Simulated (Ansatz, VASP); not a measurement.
# CoSn3 in VASP and in Ansatz

```
Sn Co
1.0
     4.40461    0.00000    0.00000
     0.00000    4.40461    0.00000
     0.00000    0.00000    4.40461
Sn Co
3 1
Direct
  0.00000 0.50000 0.50000
  0.50000 0.00000 0.50000
  0.50000 0.50000 0.00000
  0.00000 0.00000 0.00000
```

Alike in both runs: functional r2SCAN; k mesh 10 × 10 × 10; occupations gaussian, width 0.1 eV; no spin polarisation.

Ansatz relaxed the structure, and its values are those at the end. VASP's run is a single point on that final structure, the one shown.

```csv
,VASP,Ansatz
version,VASP 6.6.1,Ansatz 0.2.0
potentials or method,"VASP PAW PBE potentials, release 64 (Sn_d, Co), cutoff 520 eV","scalar-relativistic, plane waves, PAW"
valence electrons in the cell,51,59
```

|  | VASP | Ansatz | Ansatz less VASP |
| --- | --- | --- | --- |
| gap on the k mesh at the Fermi level (eV) | none | none | - |
| pressure (GPa) | 0.0 | 0.0 | -0.03 |

VASP's potentials were made for PBE, not for r2SCAN. A gap of «none» marks a metal or a gap that the smearing closes. VASP's potentials hold 51 valence electrons a cell and Ansatz's 59, so a difference there can come from the potentials and not from the codes.
